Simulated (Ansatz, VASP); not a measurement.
**In3Se in VASP and in Ansatz**

File INCAR:

```
ALGO = Normal
EDIFF = 1E-7
ENCUT = 520
GGA = PS
ISIF = 2
ISMEAR = 0
IVDW = 12
LASPH = T
LCHARG = F
LREAL = F
LWAVE = F
NBANDS = 30
NELM = 60
PREC = Accurate
SIGMA = 0.15
```

KPOINTS

```
k-points
0
Gamma
  10 10 10
```

POSCAR

```
In3Se
1.0
    4.5878535042      0.0000000000      0.0000000000
    0.0000000000      4.5878535042      0.1433704220
    0.0000000000      0.1433704220      4.5878535042
In Se
3 1
Direct
    0.0000000000      0.5000000000      0.5000000000
    0.5000000000      0.0000000000      0.5000000000
    0.5000000000      0.5000000000      0.0000000000
    0.0000000000      0.0000000000      0.0000000000
```

Input for Ansatz:

```yaml
crystal:
  lattice:
    - [4.5878535042, 0.0, 0.0]
    - [0.0, 4.5878535042, 0.143370422]
    - [0.0, 0.143370422, 4.5878535042]
  atoms:
    - { symbol: In, position: [0.0, 0.5, 0.5] }
    - { symbol: In, position: [0.5, 0.0, 0.5] }
    - { symbol: In, position: [0.5, 0.5, 0.0] }
    - { symbol: Se, position: [0.0, 0.0, 0.0] }
basis:
  ecutwfc: 420
kpoints:
  mp_grid: { grid: [10, 10, 10] }
hamiltonian:
  xc: pbesol
  dispersion: d3bj
scf:
  occupations: { method: gaussian, width: 0.15 }
output:
  forces: true
  stress: true
  eigenvalues: true
```

Change from the starting cell: strain +0.0625 x Voigt [0, 0, 0, 1, 0, 0], atoms carried along.

Alike in both runs: task single point; functional PBEsol; dispersion D3(BJ); k mesh 10 × 10 × 10; occupations gaussian, width 0.15 eV; no spin polarisation.

|  | VASP | Ansatz |
| --- | --- | --- |
| version | VASP 6.6.1 | Ansatz 0.2.0 |
| potentials or method | VASP PAW PBE potentials, release 64 (In_d, Se), cutoff 520 eV | scalar-relativistic, plane waves, PAW |
| valence electrons in the cell | 45 | 55 |

```tsv
	VASP	Ansatz	Ansatz less VASP
gap on the k mesh at the Fermi level (eV)	none	none	-
pressure (GPa)	0.1	0.1	0.00
traceless stress, the component that is largest in VASP (GPa)	-0.82	-0.81	+0.004
```

VASP's potentials were made for PBE, not for PBEsol. A gap of «none» marks a metal or a gap that the smearing closes. VASP's potentials hold 45 valence electrons a cell and Ansatz's 55, so a difference there can come from the potentials and not from the codes.
